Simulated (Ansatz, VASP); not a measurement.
**CuO: VASP beside Ansatz**

The input INCAR:

```
PREC = Accurate
ENCUT = 520
EDIFF = 1E-6
ISMEAR = 0
SIGMA = 0.15
LREAL = False
LASPH = True
NELM = 60
ALGO = Normal
ISIF = 2
LWAVE = False
LCHARG = False
GGA = PE
NBANDS = 25
```

KPOINTS

```
regular mesh
0
Gamma
  16 16 10
```

POSCAR

```
CuO
1.0
    2.0814198224     -2.0824189793      0.1629652982
    2.0814198224      2.0824189793      0.1629652982
   -0.4035322497      0.0000000000      5.1352739038
Cu O
2 2
Direct
    0.0000000000      0.5000000000      0.0000000000
    0.5000000000      0.0000000000      0.5000000000
    0.6039089954      0.3876484541      0.2064533146
    0.4999171503      0.5000828497      0.7500000000
```

Input for Ansatz:

```yaml
crystal:
  lattice:
    - [2.0814198224, -2.0824189793, 0.1629652982]
    - [2.0814198224, 2.0824189793, 0.1629652982]
    - [-0.4035322497, 0.0, 5.1352739038]
  atoms:
    - { symbol: Cu, position: [0.0, 0.5, 0.0] }
    - { symbol: Cu, position: [0.5, 0.0, 0.5] }
    - { symbol: O, position: [0.6039089954, 0.3876484541, 0.2064533146] }
    - { symbol: O, position: [0.4999171503, 0.5000828497, 0.75] }
basis:
  ecutwfc: 420
kpoints:
  mp_grid: { grid: [16, 16, 10] }
hamiltonian:
  xc: pbe
scf:
  occupations: { method: gaussian, width: 0.15 }
output:
  forces: true
  stress: true
  eigenvalues: true
```

Alike in both runs: task single point; functional PBE; k mesh 16 × 16 × 10; occupations gaussian, width 0.15 eV; no spin polarisation.

|  | VASP | Ansatz |
| --- | --- | --- |
| version | VASP 6.6.1 | Ansatz 0.2.0 |
| potentials or method | VASP PAW PBE potentials, release 64 (Cu, O), cutoff 520 eV | scalar-relativistic, plane waves, PAW |
| valence electrons in the cell | 34 | 50 |

VASP gave:

| Item | Value |
| --- | --- |
| gap on the k mesh at the Fermi level (eV) | none |
| pressure (GPa) | 11.1 |
| traceless stress, the component that is largest in VASP (GPa) | -14.94 |
| rms of the force components (eV/Å) | 2.824 |

Task: Which values does Ansatz return?

Result: gap on the k mesh at the Fermi level (eV): none; pressure (GPa): 10.4; traceless stress, the component that is largest in VASP (GPa): -14.34; rms of the force components (eV/Å): 2.769.

Atom by atom the forces differ by 0.057 eV/Å (rms over components). A gap of «none» marks a metal or a gap that the smearing closes. VASP's potentials hold 34 valence electrons a cell and Ansatz's 50, so a difference there can come from the potentials and not from the codes.
